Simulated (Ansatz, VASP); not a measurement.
One calculation of NaF, two programs

```xyz
2
Lattice="0.0000 2.6821 1.7433 2.6821 0.0000 1.7433 2.6821 2.6821 0.0000" Properties=species:S:1:pos:R:3 pbc="T T T"
Na    0.0000    0.0000    0.0000
F     2.6821    2.6821    1.7433
```

Alike in both runs: task single point; functional PBEsol; k mesh 10 × 10 × 10; occupations gaussian, width 0.05 eV; no spin polarisation.

|  | VASP | Ansatz |
| --- | --- | --- |
| version | VASP 6.6.1 | Ansatz 0.2.0 |
| potentials or method | VASP PAW PBE potentials, release 64 (Na_pv, F), cutoff 520 eV | scalar-relativistic, plane waves, PAW |
| valence electrons in the cell | 14 | 16 |

```csv
,VASP,Ansatz,Ansatz less VASP
gap on the k mesh at the Fermi level (eV),5.14,5.20,+0.056
least direct gap on the mesh (eV),5.14,5.20,+0.056
```

VASP's potentials were made for PBE, not for PBEsol. With one functional, cell and mesh, what is left measures potentials, basis and numerics. VASP's potentials hold 14 valence electrons a cell and Ansatz's 16, so a difference there can come from the potentials and not from the codes.
